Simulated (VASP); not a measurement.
# Sb in VASP: notebook

The runs below take Sb through single point, with PBE+D3(BJ).

Everything below comes from runs of VASP 6.6.1. Logs are shortened: lines on timing, memory, paths and dates and some standing lists are left out, and cuts for length are marked.

### 1 The cell of the first run

The cell holds a slab with vacuum, 4 atoms: a = 4.069 Å, b = 4.069 Å, c = 20.800 Å, α = 90.00°, β = 90.00°, γ = 120.00°.

### 2 Single point, PBE+D3(BJ) (layers slid over each other)

Input file INCAR:

```
ALGO = Normal ; DIPOL = 0.5 0.5 0.388
EDIFF = 1E-6 ; ENCUT = 400
GGA = PE ; GGA_COMPAT = F
IDIPOL = 3 ; ISIF = 2
ISMEAR = 0 ; IVDW = 12
LASPH = T ; LCHARG = F
LDIPOL = T ; LREAL = F
LWAVE = F ; NBANDS = 38
NELM = 120 ; NELMDL = -8
PREC = Accurate ; SIGMA = 0.05
```

Input file KPOINTS:

```
k-points
0
Gamma
  9 9 1
```

Input file POSCAR:

```
Sb
1.0
    4.0686848921      0.0000000000      0.0000000000
   -2.0343424461      3.5235844766      0.0000000000
    0.0000000000      0.0000000000     20.8000277116
Sb
4
Direct
    0.3333333333      0.6666666667      0.2956733491
    0.6666666667      0.3333333333      0.2163458656
    0.8888888889      0.7777777778      0.5600967399
    0.5555555556      1.1111111111      0.4807692564
```

Potentials or basis: VASP PAW PBE potentials, release 64 (Sb_d_GW).

Command:

```sh
$ cat potpaw_PBE.64/Sb_d_GW/POTCAR > POTCAR
$ mpirun -np 1 vasp_std > vasp.out
```

OUTCAR:

```text
EDIFF = 1E-6
   ENCUT = 400
   GGA = PE
   ISIF = 2
   ISMEAR = 0
   IVDW = 12
   LASPH = T
   LREAL = F
   NELM = 120
   NELMDL = -8
   PREC = Accurate
 IVDW          = 12

 ion  position               nearest neighbor table
   1  0.333  0.667  0.296-   2 2.87   2 2.87   2 2.87
   2  0.667  0.333  0.216-   1 2.87   1 2.87   1 2.87
   3  0.889  0.778  0.560-   4 2.87   4 2.87   4 2.87
   4  0.556  0.111  0.481-   3 2.87   3 2.87   3 2.87

  LATTYP: Found a hexagonal cell.
 ALAT       =     4.0686848921
 C/A-ratio  =     5.1122237930

  Lattice vectors:

 A1 = (   4.0686848921,   0.0000000000,   0.0000000000)
 A2 = (  -2.0343424461,   3.5235844766,   0.0000000000)
 A3 = (   0.0000000000,   0.0000000000,  20.8000277116)

Analysis of symmetry for initial positions (statically):
=====================================================================
 Subroutine PRICEL returns:
 Original cell was already a primitive cell.

 Routine SETGRP: Setting up the symmetry group for a
 hexagonal supercell.

 Subroutine GETGRP returns: Found  2 space group operations
 (whereof  2 operations were pure point group operations)
 out of a pool of 24 trial point group operations.

The static configuration has the point symmetry C_1h.

Analysis of symmetry for dynamics (positions and initial velocities):
=====================================================================
 Subroutine PRICEL returns:
 Original cell was already a primitive cell.

 Routine SETGRP: Setting up the symmetry group for a
 hexagonal supercell.

 Subroutine GETGRP returns: Found  2 space group operations
 (whereof  2 operations were pure point group operations)
 out of a pool of 24 trial point group operations.

The dynamic configuration has the point symmetry C_1h.

 Subroutine INISYM returns: Found  2 space group operations
 (whereof  2 operations are pure point group operations),
 and found     1 'primitive' translations

----------------------------------------------------------------------------------------

                                     Primitive cell

  volume of cell :     298.1966

  direct lattice vectors                    reciprocal lattice vectors
     4.068684892  0.000000000  0.000000000     0.245779663  0.141900954  0.000000000
    -2.034342446  3.523584477  0.000000000     0.000000000  0.283801909  0.000000000
     0.000000000  0.000000000 20.800027712     0.000000000  0.000000000  0.048076859

  length of vectors
     4.068684892  4.068684892 20.800027712     0.283801909  0.283801909  0.048076859

  position of ions in fractional coordinates (direct lattice)
     0.333333333  0.666666667  0.295673349
     0.666666667  0.333333333  0.216345866
     0.888888889  0.777777778  0.560096740
     0.555555556  0.111111111  0.480769256

  ion indices of the primitive-cell ions
   primitive index   ion index
                 1           1
                 2           2
                 3           3
                 4           4

----------------------------------------------------------------------------------------

 KPOINTS: k-points

Automatic generation of k-mesh.
 Grid dimensions read from file:
 generate k-points for:    9    9    1

 Generating k-lattice:

  Cartesian coordinates                     Fractional coordinates (reciprocal lattice)
     0.027308851  0.015766773  0.000000000     0.111111111 -0.000000000  0.000000000
     0.000000000  0.031533545  0.000000000     0.000000000  0.111111111  0.000000000
     0.000000000  0.000000000  0.048076859     0.000000000  0.000000000  1.000000000

  Length of vectors
     0.031533545  0.031533545  0.048076859

  Shift w.r.t. Gamma in fractional coordinates (k-lattice)
     0.000000000  0.000000000  0.000000000

 Subroutine IBZKPT returns following result:
 ===========================================

 Found     25 irreducible k-points:

 Following reciprocal coordinates:
            Coordinates               Weight
  0.000000  0.000000  0.000000      1.000000
  0.111111 -0.000000  0.000000      4.000000
  0.000000  0.111111  0.000000      2.000000
  0.222222 -0.000000  0.000000      4.000000
  0.000000  0.222222  0.000000      2.000000
  0.333333 -0.000000  0.000000      4.000000
[... 16 lines left out ...]
 -0.222222 -0.444444  0.000000      4.000000
  0.444444  0.333333  0.000000      4.000000
   k-points           NKPTS =     25   k-points in BZ     NKDIM =     25   number of bands    NBANDS=     38
   number of dos      NEDOS =    301   number of ions     NIONS =      4
   total plane-waves  NPLWV = 109760
   dimension x,y,z NGX =    28 NGY =   28 NGZ =  140
   dimension x,y,z NGXF=    56 NGYF=   56 NGZF=  280
   ions per type =               4
   NGX,Y,Z   is equivalent  to a cutoff of  11.44, 11.44, 11.19 a.u.
   NGXF,Y,Z  is equivalent  to a cutoff of  22.88, 22.88, 22.38 a.u.
 SYSTEM =  unknown system
   PREC   = accura    normal or accurate (medium, high low for compatibility)
   ISTART =      0    job   : 0-new  1-cont  2-samecut
   ICHARG =      2    charge: 1-file 2-atom 10-const
   ISPIN  =      1    spin polarized calculation?
   LNONCOLLINEAR =      F non collinear calculations
   LSORBIT =      F    spin-orbit coupling
   LASPH  =      T    aspherical Exc in radial PAW
   ENCUT  =  400.0 eV  29.40 Ry    5.42 a.u.   6.63  6.63 33.92*2*pi/ulx,y,z
   NELM   =    120;   NELMIN=  2; NELMDL= -8     # of ELM steps
   EDIFF  = 0.1E-05   stopping-criterion for ELM
   LREAL  =      F    real-space projection
   EDIFFG = 0.1E-04   stopping-criterion for IOM
   NSW    =      0    number of steps for IOM
   IBRION =     -1    ionic relax: 0-MD 1-quasi-New 2-CG
   NFREE  =      0    steps in history (QN), initial steepest desc. (CG)
   ISIF   =      2    stress and relaxation
   ISYM   =      2    0-nonsym 1-usesym 2-fastsym
   POTIM  = 0.5000    time-step for ionic-motion
   TEBEG  =    0.0;   TEEND  =   0.0 temperature during run
   PSTRESS=    0.0 pullay stress
   NELECT =      60.0000    total number of electrons
   NUPDOWN=      -1.0000    fix difference up-down
   EMIN   =  10.00;   EMAX   =-10.00  energy-range for DOS
   EFERMI =   0.00;   METHOD = LEGACY
   ISMEAR =     0;   SIGMA  =   0.05  broadening in eV -4-tet -1-fermi 0-gaus
   EFERMI_NEDOS =   21; number of points for ismear=-14 and -15
   IALGO  =     38    algorithm
   IMIX   =      4    mixing-type and parameters
     AMIX     =   0.40;   BMIX     =  1.00
     AMIX_MAG =   1.60;   BMIX_MAG =  1.00
  volume/ion in A,a.u.               =      74.55       503.08
  Fermi-wavevector in a.u.,A,eV,Ry     =   0.959307  1.812828 12.521037  0.920270
  Thomas-Fermi vector in A             =   2.088492
   LORBIT       =      0    0 simple, 1 ext, 2 COOP (PROOUT), +10 PAW based schemes
   GGA     = PE    functional components
   LHFCALC =     F    Hartree Fock is set to
   AEXX    =    0.0000 exact exchange contribution
   IVDW    =    12    specifies the selected vdW correction
   LEPSILON=     F    determine dielectric tensor
   LRPA    =     F    only Hartree local field effects (RPA)
 non-spin polarized calculation
 Gauss-broadening in eV      SIGMA  =   0.05
  energy-cutoff  :      400.00
  volume of cell :      298.20
 maximum number of plane-waves:      5503
   NGX = 13   NGY = 13   NGZ = 67

 dipolmoment           0.000000      0.000000     -0.000003 electrons x Angstroem

 number of electron      60.0000006 magnetization

 dipolmoment           0.000000      0.000000      0.001829 electrons x Angstroem

 Free energy of the ion-electron system (eV)
  ---------------------------------------------------
  ext. energy  EPLUGINS =         0.00000000
  ---------------------------------------------------
  free energy    TOTEN  =       -16.30120676 eV

  energy without entropy =      -16.30120676  energy(sigma->0) =      -16.30120676

 E-fermi :  -0.6275     XC(G=0):  -4.9087

 val. band max:       -0.8519462333   @ k =   0.0000   0.0000   0.0000
 cond. band min:       0.0282785376   @ k =   0.3333  -0.0000   0.0000
 fundamental gap:      0.8802247709
 Fermi energy:        -0.6274978904

 k-point     1 :       0.0000    0.0000    0.0000
  band No.  band energies     occupation
      1     -29.5547      2.00000
      2     -29.5546      2.00000
      3     -29.5351      2.00000
      4     -29.5345      2.00000
      5     -29.4780      2.00000
      6     -29.4773      2.00000
[... 30 lines left out ...]
     37       3.3022      0.00000
     38       3.6146      0.00000

 k-point     2 :       0.1111   -0.0000    0.0000
  band No.  band energies     occupation
      1     -29.5536      2.00000
      2     -29.5481      2.00000
      3     -29.5337      2.00000
      4     -29.5283      2.00000
      5     -29.4767      2.00000
      6     -29.4737      2.00000
[... 30 lines left out ...]
     37       3.4766      0.00000
     38       3.7789      0.00000

 k-point     3 :       0.0000    0.1111    0.0000
  band No.  band energies     occupation
      1     -29.5537      2.00000
      2     -29.5479      2.00000
      3     -29.5342      2.00000
      4     -29.5279      2.00000
      5     -29.4772      2.00000
      6     -29.4731      2.00000
[... 30 lines left out ...]
     37       3.4767      0.00000
     38       3.7807      0.00000

 k-point     4 :       0.2222   -0.0000    0.0000
  band No.  band energies     occupation
      1     -29.5511      2.00000
      2     -29.5312      2.00000
      3     -29.5295      2.00000
      4     -29.5098      2.00000
      5     -29.4749      2.00000
      6     -29.4623      2.00000
[... 30 lines left out ...]
     37       3.8486      0.00000
     38       4.1594      0.00000
[... 703 lines left out ...]
      4     -29.4511      2.00000
      5     -29.4498      2.00000
      6     -29.4325      2.00000
[... 30 lines left out ...]
     37       5.0283      0.00000
     38       5.2184      0.00000

 k-point    23 :      -0.2222   -0.4444    0.0000
  band No.  band energies     occupation
      1     -29.5462      2.00000
      2     -29.5265      2.00000
      3     -29.4692      2.00000
      4     -29.4512      2.00000
      5     -29.4501      2.00000
      6     -29.4326      2.00000
[... 30 lines left out ...]
     37       5.0337      0.00000
     38       5.2976      0.00000

 k-point    24 :       0.4444    0.3333    0.0000
  band No.  band energies     occupation
      1     -29.5462      2.00000
      2     -29.5263      2.00000
      3     -29.4694      2.00000
      4     -29.4509      2.00000
      5     -29.4499      2.00000
      6     -29.4329      2.00000
[... 30 lines left out ...]
     37       5.0317      0.00000
     38       5.1754      0.00000

 [... further k-points ...]

------------------------ aborting loop because EDIFF is reached ----------------------------------------

 vacuum level on the upper side and lower side of the slab       (xc-potential included)        -0.136        -0.153

 Edisp (eV)   -1.16461

 E8    (eV) :    -0.5585

  FORCE on cell =-STRESS in cart. coord.  units (eV):
  Direction    XX          YY          ZZ          XY          YZ          ZX
  --------------------------------------------------------------------------------------
  -------------------------------------------------------------------------------------
  Total      -0.30656    -0.18902    -0.77488     0.00000     0.20652    -0.00000
  in kB      -1.64709    -1.01556    -4.16334     0.00000     1.10961    -0.00000
  external pressure =       -2.28 kB  Pullay stress =        0.00 kB

 VOLUME and BASIS-vectors are now :
 -----------------------------------------------------------------------------
  energy-cutoff  :      400.00
  volume of cell :      298.20
      direct lattice vectors                 reciprocal lattice vectors
     4.068684892  0.000000000  0.000000000     0.245779663  0.141900954  0.000000000
    -2.034342446  3.523584477  0.000000000     0.000000000  0.283801909  0.000000000
     0.000000000  0.000000000 20.800027712     0.000000000  0.000000000  0.048076859

 POSITION                                       TOTAL-FORCE (eV/Angst)
 -----------------------------------------------------------------------------------
     -0.00000      2.34906      6.15001         0.000000     -0.027536      0.095618
      2.03434      1.17453      4.50000         0.000000     -0.012965      0.018594
      2.03434      2.74057     11.65003        -0.000000      0.018460     -0.023580
      2.03434      0.39151     10.00001        -0.000000      0.022041     -0.090632
 -----------------------------------------------------------------------------------
    total drift:                                0.000001     -0.000287     -0.007074

  FREE ENERGIE OF THE ION-ELECTRON SYSTEM (eV)
  ---------------------------------------------------
  free  energy   TOTEN  =       -17.4658167679 eV

  energy  without entropy=      -17.4658167679  energy(sigma->0) =      -17.46581677

 vacuum level on the upper side and lower side of the slab         3.710         3.694
```

Wall time 3.9 min (1 thread of AMD EPYC 9R45 (Zen 5), shared host); peak memory 0.39 GiB.

Results:

```yaml
Free_energy: -17.4658 eV
Largest_force: 0.100 eV/Å
Band_gap_on_the_k_mesh: 0.88 eV (least direct gap 1.51 eV)
Dispersion_energy_per_atom: -0.291 eV
```

Forces in eV/Å, atoms in the order of the input:
```
Sb   0.000 -0.028  0.096
Sb   0.000 -0.013  0.019
Sb   0.000  0.018 -0.024
Sb   0.000  0.022 -0.091
```

Caveat: the cell differs from its parent crystal (layers slid over each other); spin-orbit coupling is left out, which moves the levels of the heavy elements.

### 3 Single point, PBE+D3(BJ) (layers slid over each other)

Input file INCAR:

```
ALGO = Normal
DIPOL = 0.5 0.5 0.388
EDIFF = 1E-6
ENCUT = 400
GGA = PE
GGA_COMPAT = F
IDIPOL = 3
ISIF = 2
ISMEAR = 0
IVDW = 12
LASPH = T
LCHARG = F
LDIPOL = T
LREAL = F
LWAVE = F
NBANDS = 38
NELM = 120
NELMDL = -8
PREC = Accurate
SIGMA = 0.05
```

KPOINTS is that of step 2.

Changes to POSCAR since step 2:

```diff
@@ -10,3 +10,3 @@
     0.6666666667      0.3333333333      0.2163458656
-    0.8888888889      0.7777777778      0.5600967399
-    0.5555555556      1.1111111111      0.4807692564
+    1.1111111111      1.2222222222      0.5600967399
+    0.7777777778      1.5555555556      0.4807692564
```

Potentials or basis: VASP PAW PBE potentials, release 64 (Sb_d_GW).

Command:

```sh
$ cat potpaw_PBE.64/Sb_d_GW/POTCAR > POTCAR
$ mpirun -np 1 vasp_std > vasp.out
```

It took 5.4 min on 1 thread of Intel Xeon Platinum 8375C at 2.90GHz (Ice Lake), shared host; peak memory 0.42 GiB.

The run converged. Its results:

| Property | Result |
| --- | --- |
| Free energy | -17.4749 eV |
| Largest force | 0.117 eV/Å |
| Band gap on the k mesh | 0.87 eV (least direct gap 1.50 eV) |
| Dispersion energy per atom | -0.291 eV |

Forces on the atoms (eV/Å):
```
Sb   0.000  0.008  0.116
Sb   0.000  0.000  0.020
Sb   0.000 -0.008 -0.022
Sb   0.000 -0.001 -0.114
```

Levels at points of the mesh, in eV from the valence-band top:
```tsv
k point	band 26	band 27	band 28	band 29	band 30	band 31	band 32	band 33	band 34	band 35
(0.00, 0.00, 0.00)	-0.26	-0.07	-0.04	-0.02	0.00	1.50	2.00	2.68	2.73	2.77
```

Caveat: the cell differs from its parent crystal (layers slid over each other); spin-orbit coupling is left out, which moves the levels of the heavy elements.
